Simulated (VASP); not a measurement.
# SnSe in VASP: notebook

Runs on SnSe. Level: PBE. Tasks: single point.

Program: VASP 6.6.1. These are calculated values, not measurements. Logs are shortened: lines on timing, memory, paths and dates and some standing lists are left out, and cuts for length are marked.

## (1) The cell of the first run

The cell holds a slab with vacuum, 8 atoms: a = 4.286 Å, b = 4.286 Å, c = 27.249 Å, α = 90.00°, β = 90.00°, γ = 120.00°.

## (2) Single point, PBE

INCAR

```
PREC     = Accurate       # precision mode
ENCUT    = 520            # plane-wave cutoff, eV
EDIFF    = 1E-6           # SCF threshold, eV
ISMEAR   = 0              # smearing method
SIGMA    = 0.05           # smearing width, eV
LREAL    = False          # projectors in reciprocal space
LASPH    = True           # aspherical terms in the spheres
NELM     = 100            # most SCF steps
ALGO     = Normal         # electronic algorithm
ISIF     = 2              # what is computed and relaxed
LWAVE    = False          # write WAVECAR
LCHARG   = True           # write CHGCAR
LDIPOL   = True         
IDIPOL   = 3            
DIPOL    = 0.5 0.5 0.500
GGA      = PE             # functional
LELF     = True           # ELF
LVHAR    = True         
LVACPOTAV= True         
NBANDS   = 50             # bands
```

KPOINTS

```
regular mesh
0
Gamma
  9 9 1
```

POSCAR

```
SnSe
1.0
    4.2862137869      0.0000000000      0.0000000000
   -2.1431068935      3.7119700255      0.0000000000
    0.0000000000      0.0000000000     27.2488761576
Se Sn
4 4
Direct
    0.3333333333      0.6666666667      0.2752407093
    0.0000000000      0.0000000000      0.4036745897
    0.6666666667      0.3333333333      0.5321084701
    0.3333333333      0.6666666667      0.6605423505
    0.6666666667      0.3333333333      0.3394576495
    0.3333333333      0.6666666667      0.4678915299
    0.0000000000      0.0000000000      0.5963254103
    0.6666666667      0.3333333333      0.7247592907
```

Potentials or basis: VASP PAW PBE potentials, release 64 (Se, Sn_d).

On the command line:

```console
> cat potpaw_PBE.64/Se/POTCAR potpaw_PBE.64/Sn_d/POTCAR > POTCAR
> mpirun -np 1 vasp_std > vasp.out
```

OUTCAR:

```text
PREC = Accurate
   ENCUT = 520
   EDIFF = 1E-6
   ISMEAR = 0
   LREAL = False
   LASPH = True
   NELM = 100
   ISIF = 2
   GGA = PE

 ion  position               nearest neighbor table
   1  0.333  0.667  0.275-   5 3.03   5 3.03   5 3.03
   2  0.000  0.000  0.404-   6 3.03   5 3.03   6 3.03   5 3.03   6 3.03   5 3.03
   3  0.667  0.333  0.532-   6 3.03   6 3.03   7 3.03   7 3.03   7 3.03   6 3.03
   4  0.333  0.667  0.661-   8 3.03   8 3.03   7 3.03   7 3.03   7 3.03   8 3.03
   5  0.667  0.333  0.339-   1 3.03   1 3.03   2 3.03   2 3.03   2 3.03   1 3.03
   6  0.333  0.667  0.468-   3 3.03   3 3.03   2 3.03   2 3.03   2 3.03   3 3.03
   7  0.000  0.000  0.596-   3 3.03   4 3.03   3 3.03   4 3.03   3 3.03   4 3.03
   8  0.667  0.333  0.725-   4 3.03   4 3.03   4 3.03

  LATTYP: Found a hexagonal cell.
 ALAT       =     4.2862137869
 C/A-ratio  =     6.3573301549

  Lattice vectors:

 A1 = (   4.2862137869,   0.0000000000,   0.0000000000)
 A2 = (  -2.1431068935,   3.7119700255,   0.0000000000)
 A3 = (   0.0000000000,   0.0000000000,  27.2488761576)

Analysis of symmetry for initial positions (statically):
=====================================================================
 Subroutine PRICEL returns:
 Original cell was already a primitive cell.

 Routine SETGRP: Setting up the symmetry group for a
 hexagonal supercell.

 Subroutine GETGRP returns: Found  6 space group operations
 (whereof  6 operations were pure point group operations)
 out of a pool of 24 trial point group operations.

The static configuration has the point symmetry C_3v.

Analysis of symmetry for dynamics (positions and initial velocities):
=====================================================================
 Subroutine PRICEL returns:
 Original cell was already a primitive cell.

 Routine SETGRP: Setting up the symmetry group for a
 hexagonal supercell.

 Subroutine GETGRP returns: Found  6 space group operations
 (whereof  6 operations were pure point group operations)
 out of a pool of 24 trial point group operations.

The dynamic configuration has the point symmetry C_3v.

 Subroutine INISYM returns: Found  6 space group operations
 (whereof  6 operations are pure point group operations),
 and found     1 'primitive' translations

----------------------------------------------------------------------------------------

                                     Primitive cell

  volume of cell :     433.5377

  direct lattice vectors                    reciprocal lattice vectors
     4.286213787  0.000000000  0.000000000     0.233306141  0.134699364  0.000000000
    -2.143106894  3.711970025  0.000000000     0.000000000  0.269398727  0.000000000
     0.000000000  0.000000000 27.248876158     0.000000000  0.000000000  0.036698761

  length of vectors
     4.286213787  4.286213787 27.248876158     0.269398727  0.269398727  0.036698761

  position of ions in fractional coordinates (direct lattice)
     0.333333333  0.666666667  0.275240709
     0.000000000  0.000000000  0.403674590
     0.666666667  0.333333333  0.532108470
     0.333333333  0.666666667  0.660542351
     0.666666667  0.333333333  0.339457649
     0.333333333  0.666666667  0.467891530
     0.000000000  0.000000000  0.596325410
     0.666666667  0.333333333  0.724759291

  ion indices of the primitive-cell ions
   primitive index   ion index
                 1           1
                 2           2
                 3           3
                 4           4
                 5           5
                 6           6
                 7           7
                 8           8

----------------------------------------------------------------------------------------

 KPOINTS: regular mesh

Automatic generation of k-mesh.
 Grid dimensions read from file:
 generate k-points for:    9    9    1

 Generating k-lattice:

  Cartesian coordinates                     Fractional coordinates (reciprocal lattice)
     0.025922905  0.014966596  0.000000000     0.111111111  0.000000000  0.000000000
     0.000000000  0.029933192  0.000000000     0.000000000  0.111111111  0.000000000
     0.000000000  0.000000000  0.036698761     0.000000000  0.000000000  1.000000000

  Length of vectors
     0.029933192  0.029933192  0.036698761

  Shift w.r.t. Gamma in fractional coordinates (k-lattice)
     0.000000000  0.000000000  0.000000000

 Subroutine IBZKPT returns following result:
 ===========================================

 Found     12 irreducible k-points:

 Following reciprocal coordinates:
            Coordinates               Weight
  0.000000  0.000000  0.000000      1.000000
  0.111111  0.000000  0.000000      6.000000
  0.222222  0.000000  0.000000      6.000000
  0.333333  0.000000  0.000000      6.000000
  0.444444  0.000000  0.000000      6.000000
  0.111111  0.111111  0.000000      6.000000
  0.222222  0.111111  0.000000     12.000000
  0.333333  0.111111  0.000000     12.000000
  0.444444  0.111111  0.000000      6.000000
  0.222222  0.222222  0.000000      6.000000
  0.333333  0.222222  0.000000     12.000000
  0.333333  0.333333  0.000000      2.000000
   k-points           NKPTS =     12   k-points in BZ     NKDIM =     12   number of bands    NBANDS=     50
   number of dos      NEDOS =    301   number of ions     NIONS =      8
   total plane-waves  NPLWV = 215040
   dimension x,y,z NGX =    32 NGY =   32 NGZ =  210
   dimension x,y,z NGXF=    64 NGYF=   64 NGZF=  420
   ions per type =               4   4
   NGX,Y,Z   is equivalent  to a cutoff of  12.41, 12.41, 12.81 a.u.
   NGXF,Y,Z  is equivalent  to a cutoff of  24.82, 24.82, 25.62 a.u.
 SYSTEM =  unknown system
   PREC   = accura    normal or accurate (medium, high low for compatibility)
   ISTART =      0    job   : 0-new  1-cont  2-samecut
   ICHARG =      2    charge: 1-file 2-atom 10-const
   ISPIN  =      1    spin polarized calculation?
   LNONCOLLINEAR =      F non collinear calculations
   LSORBIT =      F    spin-orbit coupling
   LASPH  =      T    aspherical Exc in radial PAW
   ENCUT  =  520.0 eV  38.22 Ry    6.18 a.u.   7.97  7.97 50.66*2*pi/ulx,y,z
   NELM   =    100;   NELMIN=  2; NELMDL= -5     # of ELM steps
   EDIFF  = 0.1E-05   stopping-criterion for ELM
   LREAL  =      F    real-space projection
   EDIFFG = 0.1E-04   stopping-criterion for IOM
   NSW    =      0    number of steps for IOM
   IBRION =     -1    ionic relax: 0-MD 1-quasi-New 2-CG
   NFREE  =      0    steps in history (QN), initial steepest desc. (CG)
   ISIF   =      2    stress and relaxation
   ISYM   =      2    0-nonsym 1-usesym 2-fastsym
   POTIM  = 0.5000    time-step for ionic-motion
   TEBEG  =    0.0;   TEEND  =   0.0 temperature during run
   PSTRESS=    0.0 pullay stress
   NELECT =      80.0000    total number of electrons
   NUPDOWN=      -1.0000    fix difference up-down
   EMIN   =  10.00;   EMAX   =-10.00  energy-range for DOS
   EFERMI =   0.00;   METHOD = LEGACY
   ISMEAR =     0;   SIGMA  =   0.05  broadening in eV -4-tet -1-fermi 0-gaus
   EFERMI_NEDOS =   21; number of points for ismear=-14 and -15
   IALGO  =     38    algorithm
   IMIX   =      4    mixing-type and parameters
     AMIX     =   0.40;   BMIX     =  1.00
     AMIX_MAG =   1.60;   BMIX_MAG =  1.00
  volume/ion in A,a.u.               =      54.19       365.71
  Fermi-wavevector in a.u.,A,eV,Ry     =   0.932029  1.761279 11.819070  0.868677
  Thomas-Fermi vector in A             =   2.058584
   LORBIT       =      0    0 simple, 1 ext, 2 COOP (PROOUT), +10 PAW based schemes
   GGA     = PE    functional components
   LHFCALC =     F    Hartree Fock is set to
   AEXX    =    0.0000 exact exchange contribution
   IVDW    =     0    specifies the selected vdW correction
   LEPSILON=     F    determine dielectric tensor
   LRPA    =     F    only Hartree local field effects (RPA)
 non-spin polarized calculation
 Gauss-broadening in eV      SIGMA  =   0.05
  energy-cutoff  :      520.00
  volume of cell :      433.54
 maximum number of plane-waves:     11718
 NGX is ok and might be reduce to    32
   NGX = 15   NGY = 15   NGZ =101

 dipolmoment           0.000000      0.000000      0.000006 electrons x Angstroem

 number of electron      80.0000020 magnetization

 dipolmoment           0.000000      0.000000     -0.221869 electrons x Angstroem

 Free energy of the ion-electron system (eV)
  ---------------------------------------------------
  ext. energy  EPLUGINS =         0.00000000
  ---------------------------------------------------
  free energy    TOTEN  =       -31.10000610 eV

  energy without entropy =      -31.08535018  energy(sigma->0) =      -31.09267814

 E-fermi :   0.4271     XC(G=0):  -5.5046

 val. band max:        0.4081929056   @ k =   0.2222   0.0000   0.0000
 cond. band min:       0.4302916775   @ k =   0.4444   0.1111   0.0000
 fundamental gap:      0.0220987720
 Fermi energy:         0.4270732716

 k-point     1 :       0.0000    0.0000    0.0000
  band No.  band energies     occupation
      1     -21.7705      2.00000
      2     -21.7644      2.00000
      3     -21.7644      2.00000
      4     -21.7604      2.00000
      5     -21.7604      2.00000
      6     -21.4779      2.00000
[... 42 lines left out ...]
     49       3.4227      0.00000
     50       3.6234      0.00000

 k-point     2 :       0.1111    0.0000    0.0000
  band No.  band energies     occupation
      1     -21.7698      2.00000
      2     -21.7654      2.00000
      3     -21.7644      2.00000
      4     -21.7605      2.00000
      5     -21.7592      2.00000
      6     -21.4793      2.00000
[... 42 lines left out ...]
     49       3.4513      0.00000
     50       3.7621      0.00000

 k-point     3 :       0.2222    0.0000    0.0000
  band No.  band energies     occupation
      1     -21.7691      2.00000
      2     -21.7673      2.00000
      3     -21.7647      2.00000
      4     -21.7603      2.00000
      5     -21.7559      2.00000
      6     -21.4830      2.00000
[... 42 lines left out ...]
     49       3.7962      0.00000
     50       4.0102      0.00000

 k-point     4 :       0.3333    0.0000    0.0000
  band No.  band energies     occupation
      1     -21.7713      2.00000
      2     -21.7672      2.00000
      3     -21.7651      2.00000
      4     -21.7593      2.00000
      5     -21.7519      2.00000
      6     -21.4875      2.00000
[... 363 lines left out ...]
 k-point    11 :       0.3333    0.2222    0.0000
  band No.  band energies     occupation
      1     -21.7720      2.00000
      2     -21.7670      2.00000
      3     -21.7645      2.00000
      4     -21.7574      2.00000
      5     -21.7516      2.00000
      6     -21.4867      2.00000
[... 42 lines left out ...]
     49       4.3455      0.00000
     50       4.5827      0.00000

 k-point    12 :       0.3333    0.3333    0.0000
  band No.  band energies     occupation
      1     -21.7718      2.00000
      2     -21.7676      2.00000
      3     -21.7635      2.00000
      4     -21.7554      2.00000
      5     -21.7537      2.00000
      6     -21.4835      2.00000
[... 42 lines left out ...]
     49       4.3678      0.00000
     50       4.8441      0.00000

------------------------ aborting loop because EDIFF is reached ----------------------------------------

  FORCE on cell =-STRESS in cart. coord.  units (eV):
  Direction    XX          YY          ZZ          XY          YZ          ZX
  --------------------------------------------------------------------------------------
  -------------------------------------------------------------------------------------
  Total       -4.9195206     -4.9195206     -3.2602765      0.0000000      0.0000000     -0.0000000
  in kB      -18.1805277    -18.1805277    -12.0486430      0.0000000      0.0000000     -0.0000000
  external PRESSURE =     -16.1365661 kB  Pullay stress =       0.0000000 kB

 VOLUME and BASIS-vectors are now :
 -----------------------------------------------------------------------------
  energy-cutoff  :      520.00
  volume of cell :      433.54
      direct lattice vectors                 reciprocal lattice vectors
     4.286213787  0.000000000  0.000000000     0.233306141  0.134699364  0.000000000
    -2.143106894  3.711970025  0.000000000     0.000000000  0.269398727  0.000000000
     0.000000000  0.000000000 27.248876158     0.000000000  0.000000000  0.036698761

 POSITION                                       TOTAL-FORCE (eV/Angst)
 -----------------------------------------------------------------------------------
     -0.00000      2.47465      7.50000         0.000000     -0.000000      1.636788
      0.00000      0.00000     10.99968         0.000000     -0.000000      0.732334
      2.14311      1.23732     14.49936        -0.000000      0.000000      0.470086
     -0.00000      2.47465     17.99904         0.000000     -0.000000      0.746633
      2.14311      1.23732      9.24984        -0.000000      0.000000     -2.015317
     -0.00000      2.47465     12.74952        -0.000000     -0.000000     -0.561419
      0.00000      0.00000     16.24920         0.000000      0.000000     -0.549848
      2.14311      1.23732     19.74888        -0.000000      0.000000     -0.459257
 -----------------------------------------------------------------------------------
    total drift:                                0.000000     -0.000000      0.000353

  FREE ENERGIE OF THE ION-ELECTRON SYSTEM (eV)
  ---------------------------------------------------
  free  energy   TOTEN  =       -31.1000060956 eV

  energy  without entropy=      -31.0853501766  energy(sigma->0) =      -31.09267814

 vacuum level on the upper side and lower side of the slab         3.923         6.446
```

Run time: 10 min. Hardware: 1 thread of Intel Xeon 6975P-C, shared host; peak memory 0.59 GiB.

Results:

| Item | Value |
| --- | --- |
| Free energy | -31.1000 eV |
| Largest force | 2.015 eV/Å |
| Band gap on the k mesh | zero (band 40 reaches 0.53 eV, above the bottom of band 41 at 0.39 eV) |

Forces on the atoms (eV/Å):
```
Se   0.000  0.000  1.637
Se   0.000  0.000  0.732
Se   0.000  0.000  0.470
Se   0.000  0.000  0.747
Sn   0.000  0.000 -2.015
Sn   0.000  0.000 -0.561
Sn   0.000  0.000 -0.550
Sn   0.000  0.000 -0.459
```

Caveat: spin-orbit coupling is left out, which moves the levels of the heavy elements.

(Part 1 of 2 ends here.)
